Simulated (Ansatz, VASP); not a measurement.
WC in VASP and in Ansatz

INCAR

```
SYSTEM = WC
PREC = Accurate ; ENCUT = 600
EDIFF = 1E-6 ; ISMEAR = -1
SIGMA = 0.1 ; LREAL = .False.
LASPH = .True. ; NELM = 80
ALGO = Normal ; ISIF = 3
LWAVE = .False. ; LCHARG = .False.
GGA = PS ; IBRION = 2
NSW = 60 ; EDIFFG = -0.005
```

Contents of KPOINTS:

```
Automatic mesh
0
Gamma
  15 15 15
  0 0 0
```

POSCAR

```
WC
1.0
    0.0000000000      2.1544346900      2.1544346900
    2.1544346900      0.0000000000      2.1544346900
    2.1544346900      2.1544346900      0.0000000000
W C
1 1
Direct
    0.0000000000      0.0000000000      0.0000000000
    0.5000000000      0.5000000000      0.5000000000
```

Input for Ansatz:

```yaml
crystal:
  lattice:
    - [0.0, 2.15443469, 2.15443469]
    - [2.15443469, 0.0, 2.15443469]
    - [2.15443469, 2.15443469, 0.0]
  atoms:
    - { symbol: W, position: [0.0, 0.0, 0.0] }
    - { symbol: C, position: [0.5, 0.5, 0.5] }
kpoints:
  mp_grid: { grid: [15, 15, 15] }
scf:
  occupations: { method: fermi_dirac, width: 0.1 }
hamiltonian:
  xc: pbesol
  pseudopotentials: { kind: paw }
output:
  forces: true
  stress: true
relax:
  f_tol: 0.005
  max_steps: 40
  cell: {}
```

Alike in both runs: task relaxation of cell and atoms; functional PBEsol; k mesh 15 × 15 × 15; occupations fermi-dirac, width 0.1 eV; no spin polarisation.

|  | VASP | Ansatz |
| --- | --- | --- |
| version | VASP 6.6.1 | Ansatz 0.2.0 |
| potentials or method | VASP PAW PBE potentials, release 64 (W_sv, C) | PAW with Ansatz's default frozen-core files, scalar-relativistic |
| plane-wave cutoff (eV) | 600 | 420 |
| valence electrons in the cell | 18 | 18 |

```tsv
	VASP	Ansatz	Ansatz less VASP
relaxed volume (Å³/atom)	10.29	10.26	-0.028
relaxed cell length with the largest relative difference (Å)	3.076	3.073	-0.0028
```

VASP's potentials were made for PBE, not for PBEsol.

Neither program's run includes spin-orbit coupling. Noted on VASP's run: too few bands were computed for a metal, which touches its energy and stress.
